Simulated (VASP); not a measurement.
# ZrC (Imm2) in VASP: notebook

The runs below take ZrC through single point, with PBEsol.

Everything below comes from runs of VASP 6.6.1. Logs are shortened: lines on timing, memory, paths and dates and some standing lists are left out, and cuts for length are marked.

**1. The cell of the first run**

It takes space group Imm2 (No. 44, orthorhombic). The conventional cell has a = 3.324 Å, b = 4.700 Å, c = 3.324 Å, α = 90.00°, β = 90.00°, γ = 90.00°. Zr (site symmetry mm2) has 6 C at 2.15 to 2.57 Å within 2.8 Å. C (site symmetry mm2) has 6 Zr at 2.15 to 2.57 Å within 2.8 Å.

**2. Single point, PBEsol (all Zr atoms moved -0.300 Å, as atom 1 along Cartesian [1 -1 0])**

Contents of INCAR:

```
SYSTEM = ZrC
PREC = Accurate
ENCUT = 520
EDIFF = 1E-6
ISMEAR = 0
SIGMA = 0.15
LREAL = .FALSE.
LASPH = .TRUE.
NELM = 80
ALGO = Normal
ISIF = 2
LWAVE = .FALSE.
LCHARG = .FALSE.
GGA = PS
NBANDS = 15
```

Contents of KPOINTS:

```
Automatic mesh
0
G
  18 18 18
  0 0 0
```

Contents of POSCAR:

```
ZrC
1.0
    0.0000000000      2.3502100000      2.3502100000
    2.3502100000      0.0000000000      2.3502100000
    2.3502100000      2.3502100000      0.0000000000
Zr C
1 1
Direct
    0.5902608849      0.4097391151      0.5000000000
    0.0000000000      0.0000000000      0.0000000000
```

Potentials or basis: VASP PAW PBE potentials, release 64 (Zr_sv, C).

Run with:

```
> cat potpaw_PBE.64/Zr_sv/POTCAR potpaw_PBE.64/C/POTCAR > POTCAR
> mpirun -np 1 vasp_std > vasp.out
```

OUTCAR:

```text
SYSTEM = ZrC
   PREC = Accurate
   ENCUT = 520
   EDIFF = 1E-6
   ISMEAR = 0
   LREAL = .FALSE.
   LASPH = .TRUE.
   NELM = 80
   ISIF = 2
   GGA = PS

 ion  position               nearest neighbor table
   1  0.590  0.410  0.500-   2 2.15   2 2.15   2 2.37   2 2.37   2 2.57   2 2.57
   2  0.000  0.000  0.000-   1 2.15   1 2.15   1 2.37   1 2.37   1 2.57   1 2.57

  LATTYP: Found a face centered cubic cell.
 ALAT       =     4.7004200000

  Lattice vectors:

 A1 = (   0.0000000000,   2.3502100000,   2.3502100000)
 A2 = (   2.3502100000,   0.0000000000,   2.3502100000)
 A3 = (   2.3502100000,   2.3502100000,   0.0000000000)

Analysis of symmetry for initial positions (statically):
=====================================================================
 Subroutine PRICEL returns:
 Original cell was already a primitive cell.

 Routine SETGRP: Setting up the symmetry group for a
 face centered cubic supercell.

 Subroutine GETGRP returns: Found  4 space group operations
 (whereof  4 operations were pure point group operations)
 out of a pool of 48 trial point group operations.

The static configuration has the point symmetry C_2v.

Analysis of symmetry for dynamics (positions and initial velocities):
=====================================================================
 Subroutine PRICEL returns:
 Original cell was already a primitive cell.

 Routine SETGRP: Setting up the symmetry group for a
 face centered cubic supercell.

 Subroutine GETGRP returns: Found  4 space group operations
 (whereof  4 operations were pure point group operations)
 out of a pool of 48 trial point group operations.

The dynamic configuration has the point symmetry C_2v.

 Subroutine INISYM returns: Found  4 space group operations
 (whereof  4 operations are pure point group operations),
 and found     1 'primitive' translations

----------------------------------------------------------------------------------------

                                     Primitive cell

  volume of cell :      25.9627

  direct lattice vectors                    reciprocal lattice vectors
     0.000000000  2.350210000  2.350210000    -0.212746946  0.212746946  0.212746946
     2.350210000  0.000000000  2.350210000     0.212746946 -0.212746946  0.212746946
     2.350210000  2.350210000  0.000000000     0.212746946  0.212746946 -0.212746946

  length of vectors
     3.323698856  3.323698856  3.323698856     0.368488520  0.368488520  0.368488520

  position of ions in fractional coordinates (direct lattice)
[... 85 lines left out ...]
   ISIF   =      2    stress and relaxation
   ISYM   =      2    0-nonsym 1-usesym 2-fastsym
   POTIM  = 0.5000    time-step for ionic-motion
   TEBEG  =    0.0;   TEEND  =   0.0 temperature during run
   PSTRESS=    0.0 pullay stress
   NELECT =      16.0000    total number of electrons
   NUPDOWN=      -1.0000    fix difference up-down
   EMIN   =  10.00;   EMAX   =-10.00  energy-range for DOS
   EFERMI =   0.00;   METHOD = LEGACY
   ISMEAR =     0;   SIGMA  =   0.15  broadening in eV -4-tet -1-fermi 0-gaus
   EFERMI_NEDOS =   21; number of points for ismear=-14 and -15
   IALGO  =     38    algorithm
   IMIX   =      4    mixing-type and parameters
     AMIX     =   0.40;   BMIX     =  1.00
     AMIX_MAG =   1.60;   BMIX_MAG =  1.00
  volume/ion in A,a.u.               =      12.98        87.60
  Fermi-wavevector in a.u.,A,eV,Ry     =   1.393151  2.632673 26.407131  1.940869
  Thomas-Fermi vector in A             =   2.516825
   LORBIT       =      0    0 simple, 1 ext, 2 COOP (PROOUT), +10 PAW based schemes
   GGA     = PS    functional components
   LHFCALC =     F    Hartree Fock is set to
   AEXX    =    0.0000 exact exchange contribution
   IVDW    =     0    specifies the selected vdW correction
   LEPSILON=     F    determine dielectric tensor
   LRPA    =     F    only Hartree local field effects (RPA)
 non-spin polarized calculation
 Gauss-broadening in eV      SIGMA  =   0.15
  energy-cutoff  :      520.00
  volume of cell :       25.96
 maximum number of plane-waves:       725
 NGX is ok and might be reduce to    28
   NGX = 13   NGY = 13   NGZ = 13

 number of electron      16.0000000 magnetization

 Free energy of the ion-electron system (eV)
  ---------------------------------------------------
  ext. energy  EPLUGINS =         0.00000000
  ---------------------------------------------------
  free energy    TOTEN  =       -20.26257334 eV

  energy without entropy =      -20.26220531  energy(sigma->0) =      -20.26238933

 E-fermi :   9.6513     XC(G=0): -12.2444

 val. band max:        9.5909057853   @ k =   0.0556  -0.4444   0.5000
 cond. band min:       9.7615886634   @ k =   0.0556   0.3889   0.3333
 fundamental gap:      0.1706828781
 Fermi energy:         9.6513079039

 k-point     1 :       0.0000    0.0000    0.0000
  band No.  band energies     occupation
      1     -38.4694      2.00000
      2     -16.2383      2.00000
      3     -16.2326      2.00000
      4     -16.2277      2.00000
      5      -1.7084      2.00000
      6       8.7273      2.00000
      7       8.9316      2.00000
      8       9.2994      1.99909
      9      10.4982      0.00000
     10      11.6746      0.00000
     11      12.3328      0.00000
     12      13.4063      0.00000
     13      13.8766      0.00000
     14      16.5087      0.00000
[... 401 lines left out ...]
      2     -16.3296      2.00000
      3     -16.2510      2.00000
      4     -16.2418      2.00000
      5      -1.4499      2.00000
      6       7.9958      2.00000
      7       8.6934      2.00000
      8       9.3210      1.99815
      9      10.4118      0.00000
     10      11.3514      0.00000
     11      12.4367      0.00000
     12      13.7595      0.00000
     13      15.1375      0.00000
     14      17.1386      0.00000
     15      20.3860      0.00000

 [... further k-points ...]
[... 5 lines left out ...]
  --------------------------------------------------------------------------------------
  -------------------------------------------------------------------------------------
  Total        1.1434298      1.1434298     -0.9023572      0.5196128      0.0000000      0.0000000
  in kB       70.5618681     70.5618681    -55.6851089     32.0656766      0.0000000      0.0000000
  external PRESSURE =      28.4795425 kB  Pullay stress =       0.0000000 kB

 VOLUME and BASIS-vectors are now :
 -----------------------------------------------------------------------------
  energy-cutoff  :      520.00
  volume of cell :       25.96
      direct lattice vectors                 reciprocal lattice vectors
     0.000000000  2.350210000  2.350210000    -0.212746946  0.212746946  0.212746946
     2.350210000  0.000000000  2.350210000     0.212746946 -0.212746946  0.212746946
     2.350210000  2.350210000  0.000000000     0.212746946  0.212746946 -0.212746946

 POSITION                                       TOTAL-FORCE (eV/Angst)
 -----------------------------------------------------------------------------------
      2.13808      2.56234      2.35021         1.517538     -1.517538      0.000000
      0.00000      0.00000      0.00000        -1.517538      1.517538      0.000000
 -----------------------------------------------------------------------------------
    total drift:                                0.000055     -0.000055      0.000000

  FREE ENERGIE OF THE ION-ELECTRON SYSTEM (eV)
  ---------------------------------------------------
  free  energy   TOTEN  =       -20.2625733442 eV

  energy  without entropy=      -20.2622053107  energy(sigma->0) =      -20.26238933
```

OSZICAR:

```text
N       E                     dE             d eps       ncg     rms          rms(c)
DAV:   1     0.997644137801E+02    0.99764E+02   -0.86095E+03 25981   0.108E+03
DAV:   2    -0.174448135135E+02   -0.11721E+03   -0.10979E+03 32964   0.289E+02
DAV:   3    -0.234996853219E+02   -0.60549E+01   -0.60109E+01 44494   0.558E+01
DAV:   4    -0.236442972913E+02   -0.14461E+00   -0.14455E+00 30432   0.631E+00
DAV:   5    -0.236458652109E+02   -0.15679E-02   -0.15679E-02 35607   0.586E-01    0.227E+01
DAV:   6    -0.203690077380E+02    0.32769E+01   -0.61920E+00 31000   0.223E+01    0.793E+00
DAV:   7    -0.202838641566E+02    0.85144E-01   -0.45260E-01 28478   0.550E+00    0.649E+00
DAV:   8    -0.202766469780E+02    0.72172E-02   -0.19400E-01 35265   0.347E+00    0.330E+00
DAV:   9    -0.202624256236E+02    0.14221E-01   -0.29900E-02 30437   0.128E+00    0.232E-01
DAV:  10    -0.202625873480E+02   -0.16172E-03   -0.13645E-03 35185   0.381E-01    0.414E-02
DAV:  11    -0.202625746820E+02    0.12666E-04   -0.42452E-05 31494   0.679E-02    0.148E-02
DAV:  12    -0.202625731891E+02    0.14929E-05   -0.35582E-06 35822   0.173E-02    0.704E-03
DAV:  13    -0.202625733442E+02   -0.15502E-06   -0.38283E-07 17686   0.658E-03
   1 F= -.20262573E+02 E0= -.20262389E+02  d E =-.368033E-03
```

stdout:

```text
POSCAR found type information on POSCAR ZrC
 POSCAR found :  2 types and       2 ions
 scaLAPACK will be used
 -----------------------------------------------------------------------------
|                                                                             |
|                                                                             |
|     You enforced a specific xc type in the INCAR file but a different       |
|     I HOPE YOU KNOW WHAT YOU ARE DOING!                                     |
|                                                                             |
 -----------------------------------------------------------------------------

 LDA part: xc-table for (Slater+PW92), standard interpolation
 POSCAR, INCAR and KPOINTS ok, starting setup
 FFT: planning ... GRIDC
 FFT: planning ... GRID_SOFT
 FFT: planning ... GRID
 WAVECAR not read
 entering main loop
```

Run time: 8.8 min. Hardware: 1 thread of AMD EPYC 7R43 (Zen 3), shared host; peak memory 0.4 GiB.

Results:

- Free energy: -20.2626 eV
- Pressure: 2.8 GPa
- Largest force: 2.146 eV/Å
- Band gap on the k mesh: 0.17 eV, indirect (least direct gap 0.38 eV)

Forces on the atoms (eV/Å):
```
Zr   1.518 -1.518  0.000
C   -1.518  1.518  0.000
```

Caveat: the cell differs from its parent crystal (all Zr atoms moved -0.300 Å, as atom 1 along Cartesian [1 -1 0]); the PAW data sets were made with another functional, which shifts forces and pressure a little.

(Part 1 of 2 ends here.)
